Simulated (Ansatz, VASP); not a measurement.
One calculation of InP, two programs

INCAR

```
ALGO = Normal ; EDIFF = 1E-7
ENCUT = 520 ; GGA = CA
ISIF = 2 ; ISMEAR = 0
LASPH = T ; LCHARG = T
LELF = T ; LREAL = F
LVHAR = T ; LWAVE = F
NBANDS = 16 ; NELM = 80
PREC = Accurate ; SIGMA = 0.05
```

KPOINTS

```
k-points
0
Gamma
  12 12 12
```

Contents of POSCAR:

```
InP
1.0
    0.0000000000      3.2893083863      2.7420043233
    2.7420043233      0.0000000000      2.7420043233
    2.7420043233      3.2893083863      0.0000000000
In P
1 1
Direct
    0.0000000000      0.0000000000      0.0000000000
    0.7500000000      0.7500000000      0.7500000000
```

Input for Ansatz:

```yaml
crystal:
  lattice:
    - [0.0, 3.2893083863, 2.7420043233]
    - [2.7420043233, 0.0, 2.7420043233]
    - [2.7420043233, 3.2893083863, 0.0]
  atoms:
    - { symbol: In, position: [0.0, 0.0, 0.0] }
    - { symbol: P, position: [0.75, 0.75, 0.75] }
basis:
  ecutwfc: 420
kpoints:
  mp_grid: { grid: [12, 12, 12] }
hamiltonian:
  xc: lda
  pseudopotentials: { kind: paw, azcp: { folder: soft_1 } }
scf:
  occupations: { method: gaussian, width: 0.05 }
output:
  forces: true
  stress: true
  eigenvalues: true
```

Alike in both runs: task single point; functional LDA; k mesh 12 × 12 × 12; occupations gaussian, width 0.05 eV; no spin polarisation.

|  | VASP | Ansatz |
| --- | --- | --- |
| version | VASP 6.6.1 | Ansatz 0.2.0 |
| potentials or method | VASP PAW LDA potentials, release 64 (In_d, P), cutoff 520 eV | scalar-relativistic, plane waves, PAW |
| valence electrons in the cell | 18 | 18 |

|  | VASP | Ansatz | Ansatz less VASP |
| --- | --- | --- | --- |
| pressure (GPa) | -0.7 | -0.7 | -0.01 |
| traceless stress, the component that is largest in VASP (GPa) | -7.30 | -7.30 | +0.003 |

Ansatz warns that its potentials were made for another functional, while VASP's fit it. LDA's correlation is that of Perdew and Zunger in VASP and of Perdew and Wang (1992) in Ansatz.
